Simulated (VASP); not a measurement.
# Ti in VASP: further runs, part 2 of 2

VASP 6.6.1. Earlier steps stand in the parts before.

### Step 4. Electric field gradients, PBE (equal xy, yz and zx shear strains of -2 %)

File INCAR:

```
SYSTEM = Ti
PREC = Accurate ; ENCUT = 520
EDIFF = 1E-8 ; ISMEAR = -1
SIGMA = 0.08 ; LREAL = .False.
LASPH = .True. ; NELM = 100
ALGO = Normal ; ISIF = 2
LWAVE = .False. ; LCHARG = .False.
GGA = PE ; LEFG = .True.
NBANDS = 19
```

File KPOINTS:

```
regular mesh
0
Gamma
  13 13 7
  0 0 0
```

File POSCAR:

```
Ti
1.0
    2.9499978604     -0.0294999786     -0.0294999786
   -1.5005466611      2.5695230775     -0.0107977416
   -0.0468600000     -0.0468600000      4.6860000000
Ti
2
Direct
    0.3333333333      0.6666666667      0.2500000000
    0.6666666667      0.3333333333      0.7500000000
```

Potentials or basis: VASP PAW PBE potentials, release 64 (Ti_sv).

Started as:

```sh
> cat potpaw_PBE.64/Ti_sv/POTCAR > POTCAR
> mpirun -np 1 vasp_std > vasp.out
```

OUTCAR:

```text
SYSTEM = Ti
   PREC = Accurate
   ENCUT = 520
   EDIFF = 1E-8
   ISMEAR = -1
   LREAL = .False.
   LASPH = .True.
   NELM = 100
   ISIF = 2
   GGA = PE

 ion  position               nearest neighbor table
   1  0.333  0.667  0.250-   2 2.85   2 2.87   2 2.90   2 2.92
   2  0.667  0.333  0.750-   1 2.85   1 2.87   1 2.90   1 2.92

  LATTYP: Found a triclinic cell.
 ALAT       =     2.9247649527
 B/A-ratio  =     1.0087281861
 C/A-ratio  =     1.6023402401
 COS(alpha) =     0.0198960208
 COS(beta)  =     0.0274156886
 COS(gamma) =     0.4869832429

  Lattice vectors:

 A1 = (   1.4494511993,   2.5400230989,  -0.0402977202)
 A2 = (   2.9499978604,  -0.0294999786,  -0.0294999786)
 A3 = (   0.0468600000,   0.0468600000,  -4.6860000000)

Analysis of symmetry for initial positions (statically):
=====================================================================
 Subroutine PRICEL returns:
 Original cell was already a primitive cell.

 Routine SETGRP: Setting up the symmetry group for a
 triclinic supercell.

 Subroutine GETGRP returns: Found  2 space group operations
 (whereof  2 operations were pure point group operations)
 out of a pool of  2 trial point group operations.

The static configuration has the point symmetry S_2 .

Analysis of symmetry for dynamics (positions and initial velocities):
=====================================================================
 Subroutine PRICEL returns:
 Original cell was already a primitive cell.

 Routine SETGRP: Setting up the symmetry group for a
 triclinic supercell.
[... 158 lines left out ...]
 Fermi energy:         8.1496930943

 k-point     1 :       0.0000    0.0000    0.0000
  band No.  band energies     occupation
      1     -48.7166      2.00000
      2     -48.5894      2.00000
      3     -25.2824      2.00000
      4     -24.6838      2.00000
      5     -24.6652      2.00000
      6     -24.6148      2.00000
[... 505 lines left out ...]
      6     -24.7816      2.00000
[... 11 lines left out ...]
     18      11.3464      0.00000
     19      11.4960      0.00000

 [... further k-points ...]

------------------------ aborting loop because EDIFF is reached ----------------------------------------

  FORCE on cell =-STRESS in cart. coord.  units (eV):
  Direction    XX          YY          ZZ          XY          YZ          ZX
  --------------------------------------------------------------------------------------
  -------------------------------------------------------------------------------------
  Total       -0.3670922     -0.3623457     -0.4535339      0.2793660      0.1847074      0.1853533
  in kB      -16.6586823    -16.4432833    -20.5814149     12.6776550      8.3820412      8.4113529
  external PRESSURE =     -17.8944602 kB  Pullay stress =       0.0000000 kB

 VOLUME and BASIS-vectors are now :
 -----------------------------------------------------------------------------
  energy-cutoff  :      520.00
  volume of cell :       35.31
      direct lattice vectors                 reciprocal lattice vectors
     2.949997860 -0.029499979 -0.029499979     0.341029081  0.199176409  0.005402055
    -1.500546661  2.569523077 -0.010797742     0.003954579  0.391503287  0.003954579
    -0.046860000 -0.046860000  4.686000000     0.002156007  0.002156007  0.213444742

 POSITION                                       TOTAL-FORCE (eV/Angst)
 -----------------------------------------------------------------------------------
     -0.02875      1.69147      1.15447         0.054714      0.001272      0.006858
      1.43134      0.80170      3.49123        -0.054714     -0.001272     -0.006858
 -----------------------------------------------------------------------------------
    total drift:                               -0.000000      0.000000     -0.000000

  FREE ENERGIE OF THE ION-ELECTRON SYSTEM (eV)
  ---------------------------------------------------
  free  energy   TOTEN  =       -15.6846076119 eV

  energy  without entropy=      -15.6353925562  energy(sigma->0) =      -15.66000008

 Electric field gradients (V/A^2)
---------------------------------------------------------------------
 ion       V_xx      V_yy      V_zz      V_xy      V_xz      V_yz
---------------------------------------------------------------------
   1      -8.299    -8.193    16.492     0.586     1.356     1.362
   2      -8.299    -8.193    16.492     0.586     1.356     1.362
---------------------------------------------------------------------

 Electric field gradients after diagonalization (V/A^2)
 (convention: |V_zz| > |V_xx| > |V_yy|)
----------------------------------------------------------------------
 ion       V_xx      V_yy      V_zz     asymmetry (V_yy - V_xx)/ V_zz
----------------------------------------------------------------------
   1      -8.835    -7.809    16.644       0.062
   2      -8.835    -7.809    16.644       0.062
----------------------------------------------------------------------

           NMR quadrupolar parameters

 Cq : quadrupolar parameter    Cq=e*Q*V_zz/h
 eta: asymmetry parameters     (V_yy - V_xx)/ V_zz
 Q  : nuclear electric quadrupole moment in mb (millibarn)
----------------------------------------------------------------------
 ion       Cq(MHz)       eta       Q (mb)
----------------------------------------------------------------------
   1       0.040       0.062       1.000
   2       0.040       0.062       1.000
----------------------------------------------------------------------
```

OSZICAR:

```text
N       E                     dE             d eps       ncg     rms          rms(c)
DAV:   1     0.264070793917E+03    0.26407E+03   -0.13073E+04 22520   0.157E+03
DAV:   2     0.127054760662E+02   -0.25137E+03   -0.24737E+03 23055   0.441E+02
DAV:   3    -0.164802321290E+02   -0.29186E+02   -0.28840E+02 42280   0.124E+02
DAV:   4    -0.177471623422E+02   -0.12669E+01   -0.12652E+01 26038   0.267E+01
DAV:   5    -0.178090863980E+02   -0.61924E-01   -0.61916E-01 33798   0.419E+00    0.117E+01
DAV:   6    -0.156819608559E+02    0.21271E+01   -0.78473E+00 26226   0.278E+01    0.287E+00
DAV:   7    -0.156670201084E+02    0.14941E-01   -0.68440E-01 33955   0.597E+00    0.204E+00
DAV:   8    -0.156918997630E+02   -0.24880E-01   -0.19456E-01 24832   0.506E+00    0.678E-01
DAV:   9    -0.156841858404E+02    0.77139E-02   -0.43562E-02 25700   0.209E+00    0.683E-02
DAV:  10    -0.156845750221E+02   -0.38918E-03   -0.29864E-03 32707   0.325E-01    0.782E-02
DAV:  11    -0.156846164314E+02   -0.41409E-04   -0.11328E-04 27440   0.739E-02    0.372E-02
DAV:  12    -0.156846071440E+02    0.92874E-05   -0.33217E-05 24904   0.500E-02    0.459E-03
DAV:  13    -0.156846071017E+02    0.42252E-07   -0.13561E-06 28958   0.966E-03    0.756E-04
DAV:  14    -0.156846075592E+02   -0.45744E-06   -0.12860E-07 33888   0.223E-03    0.622E-04
DAV:  15    -0.156846076075E+02   -0.48295E-07   -0.12080E-08 16676   0.908E-04    0.105E-04
DAV:  16    -0.156846076255E+02   -0.18005E-07   -0.10065E-09 12388   0.278E-04    0.508E-05
DAV:  17    -0.156846076130E+02    0.12432E-07   -0.23066E-10 12118   0.153E-04    0.129E-05
DAV:  18    -0.156846076119E+02    0.10905E-08   -0.60143E-11 11965   0.720E-05
   1 F= -.15684608E+02 E0= -.15660000E+02  d E =-.492151E-01
```

Run time: 3.7 min. Hardware: 1 thread of Intel Xeon Platinum 8488C (Sapphire Rapids), shared host; peak memory 0.41 GiB.

What came out:

- Free energy: -15.6846 eV
- Pressure: -1.8 GPa
- Largest force: 0.055 eV/Å
- Band gap on the k mesh: zero (bands 12 and 13 overlap by 1.07 eV)
- Largest electric field gradient by atom: Ti +16.6 V/Å²

Forces in eV/Å, atoms in the order of the input:
```
Ti   0.055  0.001  0.007
Ti  -0.055 -0.001 -0.007
```

Electric field gradients, principal values (V/Å²):
```csv
atom,least,middle,greatest (by size)
1 Ti,-7.809,-8.835,16.644
2 Ti,-7.809,-8.835,16.644
```

Caveat: the cell differs from its parent crystal (equal xy, yz and zx shear strains of -2 %); without QUAD_EFG the Cq values of the log hold for a quadrupole moment of 1 mb, not for the nuclei.

### Step 5. Electric field gradients, PBE (equal xy, yz and zx shear strains of +1 %)

File INCAR:

```
SYSTEM = Ti
PREC = Accurate
ENCUT = 520
EDIFF = 1E-8
ISMEAR = -1
SIGMA = 0.08
LREAL = .FALSE.
LASPH = .TRUE.
NELM = 80
ALGO = Normal
ISIF = 2
LWAVE = .FALSE.
LCHARG = .FALSE.
GGA = PE
LEFG = .TRUE.
NBANDS = 19
```

File KPOINTS:

```
regular mesh
0
G
  13 13 7
  0 0 0
```

File POSCAR:

```
Ti
1.0
    2.9499978604      0.0147499893      0.0147499893
   -1.4622250648      2.5473980936      0.0053988708
    0.0234300000      0.0234300000      4.6860000000
Ti
2
Direct
    0.3333333333      0.6666666667      0.2500000000
    0.6666666667      0.3333333333      0.7500000000
```

Potentials or basis: VASP PAW PBE potentials, release 64 (Ti_sv).

Started as:

```sh
> cat potpaw_PBE.64/Ti_sv/POTCAR > POTCAR
> mpirun -np 1 vasp_std > vasp.out
```

OUTCAR:

```text
SYSTEM = Ti
   PREC = Accurate
   ENCUT = 520
   EDIFF = 1E-8
   ISMEAR = -1
   LREAL = .FALSE.
   LASPH = .TRUE.
   NELM = 80
   ISIF = 2
   GGA = PE

 ion  position               nearest neighbor table
   1  0.333  0.667  0.250-   2 2.88   2 2.88   2 2.89   2 2.90   2 2.91   2 2.92
   2  0.667  0.333  0.750-   1 2.88   1 2.88   1 2.89   1 2.90   1 2.91   1 2.92

  LATTYP: Found a triclinic cell.
 ALAT       =     2.9628494168
 B/A-ratio  =     0.9913558883
 C/A-ratio  =     1.5816251484
 COS(alpha) =     0.0036852528
 COS(beta)  =     0.0136346634
 COS(gamma) =     0.5000188431

  Lattice vectors:

 A1 = (   1.4877727956,   2.5621480829,   0.0201488601)
 A2 = (  -1.4622250648,   2.5473980936,   0.0053988708)
 A3 = (   0.0234300000,   0.0234300000,   4.6860000000)

Analysis of symmetry for initial positions (statically):
=====================================================================
[... 721 lines left out ...]
  energy-cutoff  :      520.00
  volume of cell :       35.31
      direct lattice vectors                 reciprocal lattice vectors
     2.949997860  0.014749989  0.014749989     0.338026422  0.194035267 -0.002660308
    -1.462225065  2.547398094  0.005398871    -0.001947481  0.391443670 -0.001947481
     0.023430000  0.023430000  4.686000000    -0.001061752 -0.001061752  0.213412239

 POSITION                                       TOTAL-FORCE (eV/Angst)
 -----------------------------------------------------------------------------------
      0.01437      1.70904      1.18002        -0.026578      0.000320      0.001487
      1.49683      0.87654      3.52613         0.026578     -0.000320     -0.001487
 -----------------------------------------------------------------------------------
    total drift:                               -0.000000      0.000000     -0.000000

  FREE ENERGIE OF THE ION-ELECTRON SYSTEM (eV)
  ---------------------------------------------------
  free  energy   TOTEN  =       -15.6894652160 eV

  energy  without entropy=      -15.6406560664  energy(sigma->0) =      -15.66506064

 Electric field gradients (V/A^2)
---------------------------------------------------------------------
 ion       V_xx      V_yy      V_zz      V_xy      V_xz      V_yz
---------------------------------------------------------------------
   1      -8.249    -8.224    16.473    -0.336    -0.682    -0.683
   2      -8.249    -8.224    16.473    -0.336    -0.682    -0.683
---------------------------------------------------------------------

 Electric field gradients after diagonalization (V/A^2)
 (convention: |V_zz| > |V_xx| > |V_yy|)
----------------------------------------------------------------------
 ion       V_xx      V_yy      V_zz     asymmetry (V_yy - V_xx)/ V_zz
----------------------------------------------------------------------
   1      -8.610    -7.900    16.510       0.043
   2      -8.610    -7.900    16.510       0.043
----------------------------------------------------------------------

           NMR quadrupolar parameters

 Cq : quadrupolar parameter    Cq=e*Q*V_zz/h
 eta: asymmetry parameters     (V_yy - V_xx)/ V_zz
 Q  : nuclear electric quadrupole moment in mb (millibarn)
----------------------------------------------------------------------
 ion       Cq(MHz)       eta       Q (mb)
----------------------------------------------------------------------
   1       0.040       0.043       1.000
   2       0.040       0.043       1.000
----------------------------------------------------------------------
```

stdout:

```text
POSCAR found type information on POSCAR Ti
 POSCAR found :  1 types and       2 ions
 scaLAPACK will be used
 LDA part: xc-table for (Slater+PW92), standard interpolation
 POSCAR, INCAR and KPOINTS ok, starting setup
 FFT: planning ... GRIDC
 FFT: planning ... GRID_SOFT
 FFT: planning ... GRID
 WAVECAR not read
 entering main loop
ion   1
     0.0000422    -0.0989255    -0.1405209    -1.7141208    -0.1404869    -0.0028063
     0.0000581    -0.0989255    -0.1405209    -1.7141208    -0.1404869    -0.0028063
     0.0000800    -0.0989255    -0.1405209    -1.7141207    -0.1404869    -0.0028063
     0.0001102    -0.0989255    -0.1405209    -1.7141207    -0.1404869    -0.0028063

     0.0000422     0.2439047     0.5729721   -12.9569173     0.5725043     0.0102609
     0.0000581     0.2438999     0.5729662   -12.9568599     0.5724984     0.0102608
     0.0000800     0.2438918     0.5729565   -12.9567647     0.5724888     0.0102606
     0.0001102     0.2438784     0.5729406   -12.9566082     0.5724728     0.0102603

ion   2
     0.0000422    -0.0989255    -0.1405209    -1.7141208    -0.1404869    -0.0028063
     0.0000581    -0.0989255    -0.1405209    -1.7141208    -0.1404869    -0.0028063
     0.0000800    -0.0989255    -0.1405209    -1.7141207    -0.1404869    -0.0028063
     0.0001102    -0.0989255    -0.1405209    -1.7141207    -0.1404869    -0.0028063

     0.0000422     0.2439047     0.5729721   -12.9569173     0.5725043     0.0102609
     0.0000581     0.2438999     0.5729662   -12.9568599     0.5724984     0.0102608
     0.0000800     0.2438918     0.5729565   -12.9567647     0.5724888     0.0102606
     0.0001102     0.2438784     0.5729406   -12.9566082     0.5724728     0.0102603
```

Wall time 5.5 min (1 thread of Intel Xeon Platinum 8124M at 3.00GHz (Skylake/Cascade Lake), shared host); peak memory 0.42 GiB.

What came out:

| Item | Value |
| --- | --- |
| Free energy | -15.6895 eV |
| Pressure | -1.8 GPa |
| Largest force | 0.027 eV/Å |
| Band gap on the k mesh | zero (bands 12 and 13 overlap by 1.05 eV) |
| Largest electric field gradient by atom | Ti +16.5 V/Å² |

Forces in eV/Å, atoms in the order of the input:
```
Ti  -0.027  0.000  0.001
Ti   0.027  0.000 -0.001
```

Levels at points of the mesh, in eV from the Fermi level:
| k point | band 9 | band 10 | band 11 | band 12 | band 13 | band 14 | band 15 | band 16 |
| --- | --- | --- | --- | --- | --- | --- | --- | --- |
| (0.00, 0.00, 0.00) | -6.16 | -2.64 | 0.71 | 0.72 | 0.84 | 0.87 | 1.21 | 1.31 |

Electric field gradients, principal values (V/Å²):
```csv
atom,least,middle,greatest (by size)
1 Ti,-7.900,-8.610,16.510
2 Ti,-7.900,-8.610,16.510
```

Caveat: the cell differs from its parent crystal (equal xy, yz and zx shear strains of +1 %); without QUAD_EFG the Cq values of the log hold for a quadrupole moment of 1 mb, not for the nuclei.

### Step 6. Summary

| cell | cutoff (eV) | gap on the mesh (eV) | pressure (GPa) | largest force (eV/Å) |
| --- | --- | --- | --- | --- |
| a = 3.009, b = 3.009, c = 4.686 Å, angles 90.0, 90.0, 120.0°, 2 atoms | 400 | none | -6.3 | - |
| a = 2.950, b = 2.925, c = 4.686 Å, angles 89.6, 88.8, 119.1°, 2 atoms | 520 | none | -1.8 | 0.05 |
| a = 2.950, b = 2.976, c = 4.686 Å, angles 90.4, 91.1, 120.9°, 2 atoms | 520 | none | -1.8 | 0.06 |
| a = 2.950, b = 2.937, c = 4.686 Å, angles 89.8, 89.4, 119.6°, 2 atoms | 520 | none | -1.8 | 0.03 |

Alike in all rows: task electric field gradients; level PBE; potentials or basis VASP PAW PBE potentials, release 64 (Ti_sv); no spin polarisation; k mesh 13 × 13 × 7; smearing fermi-dirac 0.08 eV.

Caveats: the cell stands under tension (at least some runs).

Absolute energies hang on the potentials; compare differences alone.
